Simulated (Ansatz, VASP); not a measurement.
# WC: VASP beside Ansatz

The input INCAR:

```
  ALGO = Normal
  EDIFF = 1E-6
  ENCUT = 520
  GGA = PS
  ISIF = 2
  ISMEAR = 0
  LASPH = T
  LCHARG = F
  LREAL = F
  LWAVE = F
  NBANDS = 16
  NELM = 100
  PREC = Accurate
  SIGMA = 0.15
```

The input KPOINTS:

```
k-points
0
Gamma
  24 24 22
```

Contents of POSCAR:

```
WC
1.0
    2.8984136663      0.0000000000      0.0000000000
   -1.4492068332      2.5352008643      0.0000000000
    0.0000000000      0.0000000000      2.8276119040
W C
1 1
Direct
    0.0000000000      0.0000000000      0.0000000000
    0.6666666667      0.3333333333      0.5000000000
```

Input for Ansatz:

```yaml
crystal:
  lattice:
    - [2.8984136663, 0.0, 0.0]
    - [-1.4492068332, 2.5352008643, 0.0]
    - [0.0, 0.0, 2.827611904]
  atoms:
    - { symbol: W, position: [0.0, 0.0, 0.0] }
    - { symbol: C, position: [0.6666666667, 0.3333333333, 0.5] }
basis:
  ecutwfc: 420
kpoints:
  mp_grid: { grid: [24, 24, 22] }
hamiltonian:
  xc: pbesol
scf:
  occupations: { method: gaussian, width: 0.15 }
output:
  forces: true
  stress: true
  eigenvalues: true
  write_density: true
  write_potential: true
  elf: true
  volumetric_format: npy
```

Change from the starting cell: strain +0.0100 x Voigt [0, 1, 0, 0, 0, 0], atoms carried along.

Alike in both runs: task single point; functional PBEsol; k mesh 24 × 24 × 22; occupations gaussian, width 0.15 eV; no spin polarisation.

|  | VASP | Ansatz |
| --- | --- | --- |
| version | VASP 6.6.1 | Ansatz 0.2.0 |
| potentials or method | VASP PAW PBE potentials, release 64 (W_sv, C), cutoff 520 eV | scalar-relativistic, plane waves, PAW |
| valence electrons in the cell | 18 | 18 |

|  | VASP | Ansatz | Ansatz less VASP |
| --- | --- | --- | --- |
| gap on the k mesh at the Fermi level (eV) | none | none | - |
| pressure (GPa) | -2.5 | -3.7 | -1.22 |
| traceless stress, the component that is largest in VASP (GPa) | -3.55 | -3.42 | +0.128 |
| rms of the force components (eV/Å) | 0.030 | 0.030 | -0.0008 |

VASP's potentials were made for PBE, not for PBEsol. Atom by atom the forces differ by 0.001 eV/Å (rms over components). A gap of «none» marks a metal or a gap that the smearing closes. The functional is the same, so the differences come from potentials, cutoffs and numerics.

Spin-orbit coupling is off throughout.
